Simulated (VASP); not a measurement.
Crystal: Ga2O3.

```
CELL_PARAMETERS angstrom
6.10700 -1.51855 0.00000
6.10700 1.51855 0.00000
-1.38599 0.00000 5.63001
ATOMIC_POSITIONS crystal
Ga 0.34134 0.34134 0.68598
Ga 0.65866 0.65866 0.31402
Ga 0.90950 0.90950 0.20540
Ga 0.09050 0.09050 0.79460
O 0.50410 0.50410 0.74340
O 0.49590 0.49590 0.25660
O 0.82670 0.82670 0.43680
O 0.17330 0.17330 0.56320
O 0.83550 0.83550 0.89020
O 0.16450 0.16450 0.10980
```

Base run:

| Property | Result |
| --- | --- |
| Program | VASP 6.6.1 |
| Functional | b88 exchange, pbe correlation |
| Potentials or basis | VASP PAW PBE potentials, release 64 (Ga_d, O) |
| Cutoff | 600 eV |
| k mesh | 9 × 9 × 5 |
| Occupations | fermi-dirac, width 0.05 eV |
| Spin | no spin polarisation |

Its results: band gap on the k mesh 2.44 eV (least direct gap 2.46 eV); pressure 9.3 GPa; largest force 0.225 eV/Å.

The run is repeated on the same cell with these changes: functional from b88 exchange, pbe correlation to PBE; cutoff from 600 eV to 520 eV; occupations from fermi-dirac, width 0.05 eV to gaussian, width 0.012 eV. What comes out?

Band gap on the k mesh 2.42 eV (least direct gap 2.44 eV); pressure 10.2 GPa; largest force 0.245 eV/Å.

Caveats: the cell stands under pressure; the PAW data sets were made with another functional, which shifts forces and pressure a little (at least some runs).

A k mesh can miss the band edges.
